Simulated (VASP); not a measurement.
# ZrN (pbe) (Fm-3m) in VASP: notebook

Runs on ZrN (pbe). Level: PBE. Tasks: single point, relaxation of cell and atoms.

All numbers are computed with VASP 6.6.1; they aren't measurements. Logs are shortened: lines on timing, memory, paths and dates and some standing lists are left out, and cuts for length are marked.

## 1. The cell of the first run

The structure is cubic, space group Fm-3m (No. 225). Conventional cell: a = 4.589 Å, b = 4.589 Å, c = 4.589 Å, α = 90.00°, β = 90.00°, γ = 90.00°. Within 3.0 Å of Zr (site symmetry m-3m) lie 6 N at 2.29 Å. N (site symmetry m-3m) has 6 Zr at 2.29 Å within 3.0 Å.

## 2. Single point, PBE

File INCAR:

```
SYSTEM = ZrN
PREC = Accurate ; ENCUT = 600
EDIFF = 1E-6 ; ISMEAR = 0
SIGMA = 0.1 ; LREAL = .FALSE.
LASPH = .TRUE. ; NELM = 120
ALGO = Normal ; ISIF = 2
LWAVE = .FALSE. ; LCHARG = .FALSE.
GGA = PE ; NBANDS = 16
GGA_COMPAT = .FALSE.
```

File KPOINTS:

```
Automatic mesh
0
G
  6 6 6
  0 0 0
```

File POSCAR:

```
ZrN
1.0
    0.0000000000      2.2942655900      2.2942655900
    2.2942655900      0.0000000000      2.2942655900
    2.2942655900      2.2942655900      0.0000000000
Zr N
1 1
Direct
    0.5000000000      0.5000000000      0.5000000000
    0.0000000000      0.0000000000      0.0000000000
```

Potentials or basis: VASP PAW PBE potentials, release 64 (Zr_sv, N).

Command:

```bash
> cat potpaw_PBE.64/Zr_sv/POTCAR potpaw_PBE.64/N/POTCAR > POTCAR
> mpirun -np 1 vasp_std > vasp.out
```

OUTCAR:

```text
SYSTEM = ZrN
   PREC = Accurate
   ENCUT = 600
   EDIFF = 1E-6
   ISMEAR = 0
   LREAL = .FALSE.
   LASPH = .TRUE.
   NELM = 120
   ISIF = 2
   GGA = PE

 ion  position               nearest neighbor table
   1  0.500  0.500  0.500-   2 2.29   2 2.29   2 2.29   2 2.29   2 2.29   2 2.29
   2  0.000  0.000  0.000-   1 2.29   1 2.29   1 2.29   1 2.29   1 2.29   1 2.29

  LATTYP: Found a face centered cubic cell.
 ALAT       =     4.5885311800

  Lattice vectors:

 A1 = (   0.0000000000,   2.2942655900,   2.2942655900)
 A2 = (   2.2942655900,   0.0000000000,   2.2942655900)
 A3 = (   2.2942655900,   2.2942655900,   0.0000000000)

Analysis of symmetry for initial positions (statically):
=====================================================================
 Subroutine PRICEL returns:
 Original cell was already a primitive cell.

 Routine SETGRP: Setting up the symmetry group for a
 face centered cubic supercell.

 Subroutine GETGRP returns: Found 48 space group operations
 (whereof 48 operations were pure point group operations)
 out of a pool of 48 trial point group operations.

The static configuration has the point symmetry O_h .

Analysis of symmetry for dynamics (positions and initial velocities):
=====================================================================
 Subroutine PRICEL returns:
 Original cell was already a primitive cell.

 Routine SETGRP: Setting up the symmetry group for a
 face centered cubic supercell.

 Subroutine GETGRP returns: Found 48 space group operations
 (whereof 48 operations were pure point group operations)
 out of a pool of 48 trial point group operations.

The dynamic configuration has the point symmetry O_h .

 Subroutine INISYM returns: Found 48 space group operations
 (whereof 48 operations are pure point group operations),
 and found     1 'primitive' translations

----------------------------------------------------------------------------------------

                                     Primitive cell

  volume of cell :      24.1524

  direct lattice vectors                    reciprocal lattice vectors
     0.000000000  2.294265590  2.294265590    -0.217934664  0.217934664  0.217934664
     2.294265590  0.000000000  2.294265590     0.217934664 -0.217934664  0.217934664
     2.294265590  2.294265590  0.000000000     0.217934664  0.217934664 -0.217934664

  length of vectors
     3.244581513  3.244581513  3.244581513     0.377473910  0.377473910  0.377473910

  position of ions in fractional coordinates (direct lattice)
     0.500000000  0.500000000  0.500000000
     0.000000000  0.000000000  0.000000000

  ion indices of the primitive-cell ions
   primitive index   ion index
                 1           1
                 2           2

----------------------------------------------------------------------------------------

 KPOINTS: Automatic mesh

Automatic generation of k-mesh.
 Grid dimensions read from file:
 generate k-points for:    6    6    6

 Generating k-lattice:

  Cartesian coordinates                     Fractional coordinates (reciprocal lattice)
    -0.036322444  0.036322444  0.036322444     0.166666667  0.000000000  0.000000000
     0.036322444 -0.036322444  0.036322444     0.000000000  0.166666667  0.000000000
     0.036322444  0.036322444 -0.036322444     0.000000000  0.000000000  0.166666667

  Length of vectors
     0.062912318  0.062912318  0.062912318

  Shift w.r.t. Gamma in fractional coordinates (k-lattice)
     0.000000000  0.000000000  0.000000000

 Subroutine IBZKPT returns following result:
 ===========================================

 Found     16 irreducible k-points:

 Following reciprocal coordinates:
            Coordinates               Weight
  0.000000  0.000000  0.000000      1.000000
  0.166667  0.000000  0.000000      8.000000
  0.333333  0.000000  0.000000      8.000000
  0.500000  0.000000  0.000000      4.000000
  0.166667  0.166667  0.000000      6.000000
  0.333333  0.166667  0.000000     24.000000
[... 8 lines left out ...]
 -0.333333  0.333333  0.166667     24.000000
 -0.333333  0.500000  0.166667     12.000000
   k-points           NKPTS =     16   k-points in BZ     NKDIM =     16   number of bands    NBANDS=     16
   number of dos      NEDOS =    301   number of ions     NIONS =      2
   total plane-waves  NPLWV =  21952
   dimension x,y,z NGX =    28 NGY =   28 NGZ =   28
   dimension x,y,z NGXF=    56 NGYF=   56 NGZF=   56
   ions per type =               1   1
   NGX,Y,Z   is equivalent  to a cutoff of  14.35, 14.35, 14.35 a.u.
   NGXF,Y,Z  is equivalent  to a cutoff of  28.69, 28.69, 28.69 a.u.
 SYSTEM =  ZrN
   PREC   = accura    normal or accurate (medium, high low for compatibility)
   ISTART =      0    job   : 0-new  1-cont  2-samecut
   ICHARG =      2    charge: 1-file 2-atom 10-const
   ISPIN  =      1    spin polarized calculation?
   LNONCOLLINEAR =      F non collinear calculations
   LSORBIT =      F    spin-orbit coupling
   LASPH  =      T    aspherical Exc in radial PAW
   ENCUT  =  600.0 eV  44.10 Ry    6.64 a.u.   6.48  6.48  6.48*2*pi/ulx,y,z
   NELM   =    120;   NELMIN=  2; NELMDL= -5     # of ELM steps
   EDIFF  = 0.1E-05   stopping-criterion for ELM
   LREAL  =      F    real-space projection
   EDIFFG = 0.1E-04   stopping-criterion for IOM
   NSW    =      0    number of steps for IOM
   IBRION =     -1    ionic relax: 0-MD 1-quasi-New 2-CG
   NFREE  =      0    steps in history (QN), initial steepest desc. (CG)
   ISIF   =      2    stress and relaxation
   ISYM   =      2    0-nonsym 1-usesym 2-fastsym
   POTIM  = 0.5000    time-step for ionic-motion
   TEBEG  =    0.0;   TEEND  =   0.0 temperature during run
   PSTRESS=    0.0 pullay stress
   NELECT =      17.0000    total number of electrons
   NUPDOWN=      -1.0000    fix difference up-down
   EMIN   =  10.00;   EMAX   =-10.00  energy-range for DOS
   EFERMI =   0.00;   METHOD = LEGACY
   ISMEAR =     0;   SIGMA  =   0.10  broadening in eV -4-tet -1-fermi 0-gaus
   EFERMI_NEDOS =   21; number of points for ismear=-14 and -15
   IALGO  =     38    algorithm
   IMIX   =      4    mixing-type and parameters
     AMIX     =   0.40;   BMIX     =  1.00
     AMIX_MAG =   1.60;   BMIX_MAG =  1.00
  volume/ion in A,a.u.               =      12.08        81.49
[... 49 lines left out ...]
      2     -15.6133      2.00000
      3     -15.3250      2.00000
      4     -15.3250      2.00000
      5      -3.7897      2.00000
      6       7.5515      2.00000
[... 8 lines left out ...]
     15      22.7703      0.00000
     16      30.6678      0.00000

 k-point     3 :       0.3333    0.0000    0.0000
  band No.  band energies     occupation
      1     -37.5752      2.00000
      2     -16.1837      2.00000
      3     -15.3717      2.00000
      4     -15.3717      2.00000
      5      -2.7142      2.00000
      6       5.2836      2.00000
[... 8 lines left out ...]
     15      24.3576      0.00000
     16      26.7127      0.00000

 k-point     4 :       0.5000    0.0000    0.0000
  band No.  band energies     occupation
      1     -37.5399      2.00000
      2     -16.4476      2.00000
      3     -15.3947      2.00000
      4     -15.3947      2.00000
      5      -2.1211      2.00000
      6       4.2985      2.00000
[... 8 lines left out ...]
     15      24.2040      0.00000
     16      24.2040      0.00000

 k-point     5 :       0.1667    0.1667    0.0000
  band No.  band energies     occupation
      1     -37.6337      2.00000
      2     -15.5894      2.00000
      3     -15.3908      2.00000
      4     -15.3908      2.00000
      5      -3.7289      2.00000
      6       6.7356      2.00000
[... 8 lines left out ...]
     15      23.3441      0.00000
     16      30.2295      0.00000

 k-point     6 :       0.3333    0.1667    0.0000
  band No.  band energies     occupation
      1     -37.5758      2.00000
      2     -15.9976      2.00000
      3     -15.4584      2.00000
      4     -15.4542      2.00000
      5      -3.1286      2.00000
      6       5.7451      2.00000
[... 8 lines left out ...]
     15      24.8819      0.00000
     16      27.1379      0.00000

 k-point     7 :       0.5000    0.1667    0.0000
  band No.  band energies     occupation
      1     -37.5289      2.00000
      2     -16.3108      2.00000
      3     -15.5557      2.00000
      4     -15.4611      2.00000
      5      -2.5727      2.00000
      6       5.0732      2.00000
[... 8 lines left out ...]
     15      23.7244      0.00000
     16      25.1262      0.00000

 k-point     8 :      -0.3333    0.1667    0.0000
  band No.  band energies     occupation
      1     -37.5405      2.00000
      2     -16.2362      2.00000
      3     -15.6012      2.00000
      4     -15.3964      2.00000
      5      -2.5793      2.00000
      6       5.0363      2.00000
[... 8 lines left out ...]
     15      24.1763      0.00000
     16      24.6315      0.00000

 k-point     9 :      -0.1667    0.1667    0.0000
  band No.  band energies     occupation
      1     -37.5989      2.00000
      2     -15.8877      2.00000
      3     -15.4948      2.00000
      4     -15.3280      2.00000
      5      -3.2002      2.00000
      6       6.0997      2.00000
[... 8 lines left out ...]
     15      24.4530      0.00000
     16      26.4616      0.00000

 k-point    10 :       0.3333    0.3333    0.0000
  band No.  band energies     occupation
      1     -37.5416      2.00000
      2     -16.0394      2.00000
      3     -15.5671      2.00000
      4     -15.5671      2.00000
      5      -3.4589      2.00000
      6       6.2090      2.00000
[... 8 lines left out ...]
     15      25.3102      0.00000
     16      27.4361      0.00000

 k-point    11 :       0.5000    0.3333    0.0000
  band No.  band energies     occupation
      1     -37.5066      2.00000
      2     -16.1467      2.00000
      3     -15.7331      2.00000
      4     -15.5907      2.00000
      5      -3.3923      2.00000
      6       6.7228      2.00000
[... 8 lines left out ...]
     15      22.9068      0.00000
     16      26.4440      0.00000

 k-point    12 :      -0.3333    0.3333    0.0000
  band No.  band energies     occupation
      1     -37.5061      2.00000
      2     -16.0512      2.00000
      3     -15.9547      2.00000
      4     -15.5067      2.00000
      5      -2.9428      2.00000
      6       5.8055      2.00000
[... 8 lines left out ...]
     15      23.0845      0.00000
     16      23.4037      0.00000

 k-point    13 :       0.5000    0.5000    0.0000
  band No.  band energies     occupation
      1     -37.4954      2.00000
      2     -16.2146      2.00000
      3     -15.6540      2.00000
      4     -15.6540      2.00000
      5      -3.7763      2.00000
      6       7.3837      2.00000
[... 8 lines left out ...]
     15      21.7571      0.00000
     16      27.7450      0.00000

 k-point    14 :       0.5000    0.3333    0.1667
  band No.  band energies     occupation
      1     -37.5295      2.00000
      2     -16.1115      2.00000
      3     -15.6988      2.00000
      4     -15.5011      2.00000
      5      -2.9994      2.00000
      6       5.8034      2.00000
[... 8 lines left out ...]
     15      23.9453      0.00000
     16      25.0092      0.00000

 k-point    15 :      -0.3333    0.3333    0.1667
  band No.  band energies     occupation
      1     -37.5061      2.00000
      2     -16.1358      2.00000
      3     -15.8091      2.00000
      4     -15.5682      2.00000
      5      -2.9408      2.00000
      6       5.8576      2.00000
[... 8 lines left out ...]
     15      23.4234      0.00000
     16      24.5609      0.00000

 k-point    16 :      -0.3333    0.5000    0.1667
  band No.  band energies     occupation
      1     -37.4949      2.00000
      2     -16.0791      2.00000
      3     -15.7990      2.00000
      4     -15.7011      2.00000
      5      -3.3433      2.00000
      6       7.0175      2.00000
[... 8 lines left out ...]
     15      22.6862      0.00000
     16      25.4148      0.00000

------------------------ aborting loop because EDIFF is reached ----------------------------------------

  FORCE on cell =-STRESS in cart. coord.  units (eV):
  Direction    XX          YY          ZZ          XY          YZ          ZX
  --------------------------------------------------------------------------------------
  -------------------------------------------------------------------------------------
  Total        0.1449603      0.1449603      0.1449603      0.0000000      0.0000000      0.0000000
  in kB        9.6160897      9.6160897      9.6160897      0.0000000      0.0000000      0.0000000
  external PRESSURE =       9.6160897 kB  Pullay stress =       0.0000000 kB

 VOLUME and BASIS-vectors are now :
 -----------------------------------------------------------------------------
  energy-cutoff  :      600.00
  volume of cell :       24.15
      direct lattice vectors                 reciprocal lattice vectors
     0.000000000  2.294265590  2.294265590    -0.217934664  0.217934664  0.217934664
     2.294265590  0.000000000  2.294265590     0.217934664 -0.217934664  0.217934664
     2.294265590  2.294265590  0.000000000     0.217934664  0.217934664 -0.217934664

 POSITION                                       TOTAL-FORCE (eV/Angst)
 -----------------------------------------------------------------------------------
      2.29427      2.29427      2.29427        -0.000000      0.000000     -0.000000
      0.00000      0.00000      0.00000         0.000000      0.000000      0.000000
 -----------------------------------------------------------------------------------
    total drift:                                0.000000      0.000000      0.000000

  FREE ENERGIE OF THE ION-ELECTRON SYSTEM (eV)
  ---------------------------------------------------
  free  energy   TOTEN  =       -20.4038534581 eV

  energy  without entropy=      -20.4015295752  energy(sigma->0) =      -20.40269152
```

Wall time 5.9 s (1 thread of Intel Xeon Platinum 8559C (Emerald Rapids), shared host); peak memory 0.15 GiB.

Results:

```yaml
Free_energy: -20.4039 eV
Pressure: 1.0 GPa
```

Levels at points of the mesh, in eV from the Fermi level:
```
           k point  band 6  band 7  band 8  band 9  band 10  band 11  band 12  band 13
(0.00, 0.00, 0.00)   -2.81   -2.81   -2.81   -0.58    -0.58    -0.58     1.39     1.39
(0.50, 0.00, 0.00)   -7.82   -5.84   -5.84    2.83     2.89     2.89     4.56     7.51
(0.50, 0.50, 0.00)   -4.73   -3.65   -3.32   -3.32     3.17     4.32     4.32     4.75
```

Caveat: the k points lie up to 0.40 Å⁻¹ apart.

## 3. Single point, PBE

This run uses another cell than the first one, of 12.13 Å³/atom, 1.004 times its volume.

File INCAR:

```
PREC     = Accurate       # precision mode
ENCUT    = 600            # plane-wave cutoff, eV
EDIFF    = 1E-6           # SCF threshold, eV
ISMEAR   = 0              # smearing method
SIGMA    = 0.1            # smearing width, eV
LREAL    = False          # projectors in reciprocal space
LASPH    = True           # aspherical terms in the spheres
NELM     = 120            # most SCF steps
ALGO     = Normal         # electronic algorithm
ISIF     = 2              # what is computed and relaxed
LWAVE    = False          # write WAVECAR
LCHARG   = False          # write CHGCAR
GGA      = PE             # functional
NBANDS   = 16             # bands
GGA_COMPAT= False
```

File KPOINTS:

```
Automatic mesh
0
Gamma
  16 16 16
```

File POSCAR:

```
ZrN
1.0
    0.0000000000      2.2975523579      2.2975523579
    2.2975523579      0.0000000000      2.2975523579
    2.2975523579      2.2975523579      0.0000000000
Zr N
1 1
Direct
    0.5000000000      0.5000000000      0.5000000000
    0.0000000000      0.0000000000      0.0000000000
```

Potentials or basis: VASP PAW PBE potentials, release 64 (Zr_sv, N).

Command:

```bash
> cat potpaw_PBE.64/Zr_sv/POTCAR potpaw_PBE.64/N/POTCAR > POTCAR
> mpirun -np 1 vasp_std > vasp.out
```

Run time: 34 s. Hardware: 1 thread of Intel Xeon Platinum 8559C (Emerald Rapids), shared host; peak memory 0.21 GiB.

The run converged. Its results:

```yaml
Free_energy: -20.3747 eV
Pressure: 0.1 GPa
```

Levels at points of the mesh, in eV from the Fermi level:
| k point | band 7 | band 8 | band 9 | band 10 | band 11 | band 12 |
| --- | --- | --- | --- | --- | --- | --- |
| (0.00, 0.00, 0.00) | -2.65 | -2.65 | -0.40 | -0.40 | -0.40 | 1.57 |
| (0.50, 0.00, 0.00) | -5.66 | -5.66 | 2.99 | 3.05 | 3.05 | 4.72 |
| (0.50, 0.50, 0.00) | -3.45 | -3.16 | -3.16 | 3.34 | 4.48 | 4.48 |

## 4. Relaxation of cell and atoms, PBE

File INCAR:

```
ALGO = Normal
EDIFF = 1E-7
EDIFFG = -0.002
ENCUT = 600
GGA = PE
GGA_COMPAT = F
IBRION = 2
ISIF = 3
ISMEAR = 0
LASPH = T
LCHARG = F
LREAL = F
LWAVE = F
NELM = 120
NELMIN = 4
NSW = 100
PREC = Accurate
SIGMA = 0.1
```

File KPOINTS:

```
k-points
0
Gamma
  16 16 16
```

File POSCAR:

```
ZrN
1.0
    0.0000000000      2.2942655900      2.2942655900
    2.2942655900      0.0000000000      2.2942655900
    2.2942655900      2.2942655900      0.0000000000
Zr N
1 1
Direct
    0.5000000000      0.5000000000      0.5000000000
    0.0000000000      0.0000000000      0.0000000000
```

Command:

```bash
> cat potpaw_PBE.64/Zr_sv/POTCAR potpaw_PBE.64/N/POTCAR > POTCAR
> mpirun -np 1 vasp_std > vasp.out
```

Run time: 66 s. Hardware: 1 thread of Intel Xeon Platinum 8559C (Emerald Rapids), shared host; peak memory 0.2 GiB.

It converged, with:

```yaml
Free_energy: -20.3745 eV
Relaxed_volume: 12.13 Å³/atom
Relaxed_cell: a = 3.250 Å, b = 3.250 Å, c = 3.250 Å, α = 60.00°, β = 60.00°, γ = 60.00°
Space_group_after_relaxing_to_0.05_Å: Fm-3m (No. 225)
Energy_gained_by_relaxing: 0.2 meV/atom
Ionic_steps: 3
Pressure_after_relaxing: 0.0 GPa
```

The path:
```csv
step,energy change (eV),largest force (eV/Å),pressure (GPa),volume (Å³)
1,0.0000,0.0000,1.15,24.15
2,0.0008,0.0000,-1.96,24.46
3,-0.0004,0.0000,-0.01,24.26
```

Final structure:
```
CELL_PARAMETERS angstrom
0.00000 2.29776 2.29776
2.29776 0.00000 2.29776
2.29776 2.29776 0.00000
ATOMIC_POSITIONS crystal
Zr 0.50000 0.50000 0.50000
N 0.00000 0.00000 0.00000
```

Levels at points of the mesh, in eV from the Fermi level:
| k point | band 6 | band 7 | band 8 | band 9 | band 10 | band 11 | band 12 |
| --- | --- | --- | --- | --- | --- | --- | --- |
| (0.00, 0.00, 0.00) | -2.65 | -2.65 | -2.65 | -0.40 | -0.40 | -0.40 | 1.57 |
| (0.50, 0.00, 0.00) | -7.62 | -5.65 | -5.65 | 2.99 | 3.05 | 3.05 | 4.72 |
| (0.50, 0.50, 0.00) | -4.57 | -3.45 | -3.16 | -3.16 | 3.34 | 4.48 | 4.48 |

## 5. Summary

| task | cell | k mesh | gap on the mesh (eV) | pressure (GPa) |
| --- | --- | --- | --- | --- |
| single point | a = 3.245 Å, angles 60.0°, 2 atoms | 6 × 6 × 6 | none | 1.0 |
| single point | a = 3.249 Å, angles 60.0°, 2 atoms | 16 × 16 × 16 | none | 0.1 |
| relaxation of cell and atoms | relaxed from a = 3.245 Å, angles 60.0°, 2 atoms | 16 × 16 × 16 | none | 0.0 |

Alike in all rows: level PBE; potentials or basis VASP PAW PBE potentials, release 64 (Zr_sv, N); no spin polarisation; cutoff (eV) 600; smearing gaussian 0.1 eV.

Caveats: some runs use coarse meshes.

Absolute energies hang on the potentials; compare differences alone.
